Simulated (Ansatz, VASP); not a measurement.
**Two plane-wave programs on F**

```
F
1.0
    14.00000    0.00000    0.00000
     0.00000   14.40000    0.00000
     0.00000    0.00000   14.80000
F
1
Direct
  0.50000 0.50000 0.50000
```

Alike in both runs: task single point; functional revPBE; k mesh 1 × 1 × 1; occupations fermi-dirac, width 0.01 eV; collinear spin.

|  | VASP | Ansatz |
| --- | --- | --- |
| version | VASP 6.6.1 | Ansatz 0.2.0 |
| potentials or method | VASP PAW PBE potentials, release 64 (F), cutoff 520 eV | plane waves (420 eV) with PAW, scalar-relativistic |
| valence electrons in the cell | 7 | 7 |

VASP gave:

| Item | Value |
| --- | --- |
| gap on the k mesh at the Fermi level (eV) | 9.82 |
| net moment per atom (μB) | 1.00 |
| size of the moment on the site where the two differ most (μB) | 0.85 |

Problem. Which values does Ansatz return?

Solution. gap on the k mesh at the Fermi level (eV): 1.10; net moment per atom (μB): 1.00; size of the moment on the site where the two differ most (μB): 1.00.

VASP's potentials were made for PBE, not for revPBE. Site moments also hang on the region over which each program counts them. One of these differences is far larger than is usual between the two programs; its cause wasn't traced.
